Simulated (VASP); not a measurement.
CuO: single point with PBE

CuO:

```xyz
2
Lattice="2.5526 0.0000 0.0000 0.0000 2.5526 0.0000 0.0000 0.0000 2.5526" Properties=species:S:1:pos:R:3 pbc="T T T"
Cu    0.0329    0.0070   -0.0094
O     1.2348    1.2821    1.2772
```

This cell differs from its parent crystal: atoms moved at random.

```json
{
 "Program": "VASP 6.6.1",
 "Task": "single point",
 "Functional": "PBE",
 "Potentials or basis": "VASP PAW PBE potentials, release 64 (Cu, O)",
 "Cutoff": "520 eV",
 "k mesh": "10 × 10 × 10",
 "Occupations": "fermi-dirac, width 0.05 eV",
 "Spin": "no spin polarisation"
}
```

The pressure is 21.6 GPa and the largest force is 0.196 eV/Å.

Forces on the atoms (eV/Å):
```
Cu  -0.194 -0.003  0.029
O    0.194  0.003 -0.029
```

Stress tensor (GPa, compression positive):
```
21.46  0.01 -0.04
 0.01 21.69  0.00
-0.04  0.00 21.68
```

Levels at points of the mesh, in eV from the Fermi level:
| k point | band 6 | band 7 | band 8 | band 9 | band 10 | band 11 | band 12 | band 13 |
| --- | --- | --- | --- | --- | --- | --- | --- | --- |
| (0.00, 0.00, 0.00) | -2.01 | -1.76 | -1.66 | -1.66 | 1.27 | 16.07 | 16.17 | 20.99 |
| (0.50, 0.00, 0.00) | -1.69 | -1.22 | 0.45 | 0.45 | 6.96 | 8.70 | 17.79 | 18.50 |
| (0.00, 0.50, 0.00) | -1.68 | -1.23 | 0.41 | 0.47 | 6.98 | 8.67 | 17.82 | 18.48 |
| (0.00, 0.00, 0.50) | -1.68 | -1.23 | 0.41 | 0.47 | 6.98 | 8.67 | 17.82 | 18.48 |
| (0.50, 0.50, 0.00) | -2.27 | -2.26 | -1.25 | -0.97 | 5.55 | 12.11 | 12.15 | 17.96 |
| (0.00, 0.50, 0.50) | -2.26 | -2.26 | -1.26 | -0.97 | 5.58 | 12.12 | 12.12 | 17.95 |
| (0.50, 0.00, 0.50) | -2.27 | -2.26 | -1.25 | -0.97 | 5.55 | 12.11 | 12.15 | 17.96 |
| (0.50, 0.50, 0.50) | -1.22 | 0.34 | 0.34 | 0.36 | 7.11 | 7.15 | 7.15 | 14.36 |

It took 120 s on 1 thread of AMD EPYC 7R43 64-Core Processor (Zen 3) (shared host), peak memory 0.19 GiB.

Caveat: the cell differs from its parent crystal (atoms moved at random); an odd number of electrons without spin polarisation forces a metal; a magnetic or distorted state may lie lower; semilocal functionals often make such compounds metallic where correlation or magnetic order opens a gap, which also shifts bond lengths.
